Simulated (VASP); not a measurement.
A run of VASP 6.6.1 is set up as follows.

INCAR

```
PREC = Accurate
ENCUT = 600
EDIFF = 1E-6
ISMEAR = -1
SIGMA = 0.15
LREAL = False
LASPH = True
NELM = 100
ALGO = Fast
ISIF = 3
LWAVE = False
LCHARG = False
IBRION = 2
NSW = 80
EDIFFG = -0.001
```

File KPOINTS:

```
regular mesh
0
Gamma
  12 12 4
```

Contents of POSCAR:

```
Ti3Al
1.0
    2.8603930249      0.0000000000      0.0000000000
   -1.4301965124      2.4771730244      0.0000000000
    0.0000000000      0.0000000000      9.0481301724
Ti Al
3 1
Direct
    0.6666666667      0.3333333333      0.0000000000
    0.3333333333      0.6666666667      0.7515873833
    0.3333333333      0.6666666667      0.2484126167
    0.6666666667      0.3333333333      0.5000000000
```

Potentials or basis: VASP PAW LDA potentials, release 64 (Ti_sv, Al).

The run is started by

```bash
$ cat potpaw_LDA.64/Ti_sv/POTCAR potpaw_LDA.64/Al/POTCAR > POTCAR
$ mpirun -np 1 vasp_std > vasp.out
```

Q: Estimate the relaxed volume.

A: 16.05 Å³/atom.

Q: What does it give for the band gap on the k mesh?

A: Zero (an odd number of electrons rules out a gap without spin polarisation).

Q: Estimate the space group after relaxing (to 0.1 Å).

A: P-6m2 (No. 187).

Step by step:
```csv
step,energy change (eV),largest force (eV/Å),pressure (GPa),volume (Å³)
1,0.0000,0.0537,0.23,64.11
2,-0.0009,0.0365,-0.20,64.33
3,-0.0009,0.0341,-0.24,64.35
4,-0.0012,0.0236,-0.01,64.19
5,-0.0012,0.0221,0.03,64.16
6,-0.0012,0.0203,0.04,64.15
7,-0.0013,0.0092,0.07,64.16
8,-0.0013,0.0019,0.06,64.17
9,-0.0013,0.0101,0.03,64.18
10,-0.0013,0.0009,0.03,64.17
11,-0.0013,0.0048,0.02,64.17
12,-0.0013,0.0031,0.02,64.17
13,-0.0013,0.0035,0.04,64.17
14,-0.0013,0.0006,-0.06,64.22
15,-0.0013,0.0018,-0.03,64.19
16,-0.0013,0.0015,0.02,64.19
17,-0.0013,0.0025,0.00,64.19
18,-0.0013,0.0024,0.00,64.19
19,-0.0013,0.0032,0.01,64.19
20,-0.0013,0.0033,0.02,64.19
21,-0.0013,0.0017,0.01,64.19
22,-0.0013,0.0004,0.01,64.19
```

Caveat: the highest band is partly filled, so the run has too few bands.
